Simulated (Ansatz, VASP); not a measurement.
## One calculation of TePb, two programs

The input INCAR:

```
SYSTEM = TePb
PREC = Accurate ; ENCUT = 520
EDIFF = 1E-8 ; ISMEAR = -1
SIGMA = 0.08 ; LREAL = .False.
LASPH = .True. ; NELM = 60
ALGO = Normal ; ISIF = 2
LWAVE = .False. ; LCHARG = .False.
GGA = PE ; LEFG = .True.
NBANDS = 17
```

File KPOINTS:

```
Automatic mesh
0
Gamma
  10 10 10
  0 0 0
```

Contents of POSCAR:

```
TePb
1.0
    3.9754252041      0.0000000000      0.0000000000
    0.0000000000      3.9754252041      0.0000000000
    0.0000000000      0.0000000000      3.9754252041
Te Pb
1 1
Direct
    0.5000000000      0.5000000000      0.5000000000
    0.0000000000      0.0000000000      0.0000000000
```

Input for Ansatz:

```yaml
crystal:
  lattice:
    - [3.9754252041, 0.0, 0.0]
    - [0.0, 3.9754252041, 0.0]
    - [0.0, 0.0, 3.9754252041]
  atoms:
    - { symbol: Te, position: [0.5, 0.5, 0.5] }
    - { symbol: Pb, position: [0.0, 0.0, 0.0] }
kpoints:
  mp_grid: { grid: [10, 10, 10] }
scf:
  occupations: { method: fermi_dirac, width: 0.08 }
hamiltonian:
  xc: pbe
  pseudopotentials: { kind: paw }
output:
  forces: true
  stress: true
  eigenvalues: true
  efg: { contact_densities: true }
```

Change from the starting cell: volume scaled by 0.98, PAW files.

Alike in both runs: task electric field gradients; functional PBE; k mesh 10 × 10 × 10; occupations fermi-dirac, width 0.08 eV; no spin polarisation.

|  | VASP | Ansatz |
| --- | --- | --- |
| version | VASP 6.6.1 | Ansatz 0.2.0 |
| potentials or method | VASP PAW PBE potentials, release 64 (Te, Pb_d) | PAW with Ansatz's default frozen-core files, scalar-relativistic |
| plane-wave cutoff (eV) | 520 | 420 |
| valence electrons in the cell | 20 | 30 |

```csv
,VASP,Ansatz,Ansatz less VASP
pressure (GPa),0.6,0.6,+0.04
```

VASP's potentials hold 20 valence electrons a cell and Ansatz's 30, so a difference there can come from the potentials and not from the codes.

Spin-orbit coupling is off throughout.
